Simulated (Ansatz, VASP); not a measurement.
**Two plane-wave programs on NaF**

```xyz
2
Lattice="0.0000 2.2972 2.2972 2.2972 0.0000 2.2972 2.2972 2.2972 0.0000" Properties=species:S:1:pos:R:3 pbc="T T T"
Na    0.0000    0.0000    0.0000
F     2.2972    2.2972    2.2972
```

Alike in both runs: task single point; functional PBEsol; k mesh 6 × 6 × 6; no spin polarisation.

|  | VASP | Ansatz |
| --- | --- | --- |
| version | VASP 6.6.1 | Ansatz 0.2.0 |
| potentials or method | VASP PAW PBE potentials, release 64 (Na_pv, F) | plane waves |
| plane-wave cutoff (eV) | 520 | 420 |
| occupations | gaussian, width 0.01 eV | fixed |
| valence electrons in the cell | 14 | 16 |

VASP gave:

- gap on the k mesh at the Fermi level (eV): 6.30
- pressure (GPa): 1.1

Q: Estimate Ansatz's values.

A: gap on the k mesh at the Fermi level (eV): 6.32; pressure (GPa): 1.2.

VASP's potentials were made for PBE, not for PBEsol. VASP's potentials hold 14 valence electrons a cell and Ansatz's 16, so a difference there can come from the potentials and not from the codes.
